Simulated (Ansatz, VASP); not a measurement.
# Two plane-wave programs on AlN

```
Al N
1.0
     4.37714    0.00000    0.00000
     0.00000   -4.37714    0.00000
     0.00000    0.00000   -4.37714
Al N
4 4
Direct
  0.97965 0.14393 0.97965
  0.50000 0.50000 0.00000
  0.50000 0.00000 0.50000
  0.00000 0.50000 0.50000
  0.75000 0.75000 0.75000
  0.25000 0.25000 0.75000
  0.25000 0.75000 0.25000
  0.75000 0.25000 0.25000
```

Alike in both runs: task single point; functional PBEsol; k mesh 6 × 6 × 6; occupations gaussian, width 0.05 eV; no spin polarisation.

|  | VASP | Ansatz |
| --- | --- | --- |
| version | VASP 6.6.1 | Ansatz 0.2.0 |
| potentials or method | VASP PAW PBE potentials, release 64 (Al, N), cutoff 520 eV | scalar-relativistic, plane waves, PAW |
| valence electrons in the cell | 32 | 32 |

|  | VASP | Ansatz | Ansatz less VASP |
| --- | --- | --- | --- |
| gap on the k mesh at the Fermi level (eV) | 0.41 | 0.42 | +0.006 |
| least direct gap on the mesh (eV) | 0.53 | 0.54 | +0.007 |
| pressure (GPa) | 11.5 | 11.2 | -0.28 |
| traceless stress, the component that is largest in VASP (GPa) | -16.43 | -16.23 | +0.198 |
| rms of the force components (eV/Å) | 2.660 | 2.621 | -0.0388 |

VASP's potentials were made for PBE, not for PBEsol, and Ansatz warns of the same on its side. Atom by atom the forces differ by 0.045 eV/Å (rms over components). With one functional, cell and mesh, what is left measures potentials, basis and numerics.
